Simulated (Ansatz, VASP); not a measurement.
## CoO in VASP and in Ansatz

Contents of INCAR:

```
PREC = Accurate
ENCUT = 520
EDIFF = 1E-6
ISMEAR = 0
SIGMA = 0.1
LREAL = False
LASPH = True
NELM = 150
ALGO = Normal
ISIF = 2
LWAVE = False
LCHARG = False
ISPIN = 2
MAGMOM = 3 0
LORBIT = 11
LMAXMIX = 4
GGA = PE
NBANDS = 18
```

File KPOINTS:

```
Automatic mesh
0
Gamma
  8 8 8
```

The input POSCAR:

```
CoO
1.0
   -1.5080001529      1.5080001529      2.1072499549
    1.5080001529     -1.5080001529      2.1072499549
    1.5080001529      1.5080001529     -2.1072499549
Co O
1 1
Direct
    0.0000000000      0.0000000000      0.0000000000
    0.5000000000      0.5000000000      0.0000000000
```

Input for Ansatz:

```yaml
crystal:
  lattice:
    - [-1.5080001529, 1.5080001529, 2.1072499549]
    - [1.5080001529, -1.5080001529, 2.1072499549]
    - [1.5080001529, 1.5080001529, -2.1072499549]
  atoms:
    - { symbol: Co, position: [0.0, 0.0, 0.0], spin: 3.0 }
    - { symbol: O, position: [0.5, 0.5, 0.0] }
basis:
  ecutwfc: 420
kpoints:
  mp_grid: { grid: [8, 8, 8] }
hamiltonian:
  xc: pbe
scf:
  occupations: { method: gaussian, width: 0.1 }
  lower_state_search: "off"
output:
  forces: true
  stress: true
  eigenvalues: true
  populations: true
magnetization:
  spin_polarized: true
```

Alike in both runs: task single point; functional PBE; k mesh 8 × 8 × 8; occupations gaussian, width 0.1 eV; collinear spin.

|  | VASP | Ansatz |
| --- | --- | --- |
| version | VASP 6.6.1 | Ansatz 0.2.0 |
| potentials or method | VASP PAW PBE potentials, release 64 (Co, O), cutoff 520 eV | scalar-relativistic, plane waves, PAW |
| valence electrons in the cell | 15 | 23 |

Ansatz gave:

```
gap on the k mesh at the Fermi level (eV)                     : none
pressure (GPa)                                                : -0.4
traceless stress, the component that is largest in VASP (GPa) : -0.02
net moment per atom (μB)                                      : 1.44
size of the moment on the site where the two differ most (μB) : 2.45
```

Q: What did VASP give for the same quantities?

A: gap on the k mesh at the Fermi level (eV): none; pressure (GPa): -0.8; traceless stress, the component that is largest in VASP (GPa): 0.08; net moment per atom (μB): 1.43; size of the moment on the site where the two differ most (μB): 2.53.

Site moments also hang on the region over which each program counts them. A gap of «none» marks a metal or a gap that the smearing closes. VASP's potentials hold 15 valence electrons a cell and Ansatz's 23, so a difference there can come from the potentials and not from the codes.

The k mesh is coarse, so the values compare programs but aren't converged.
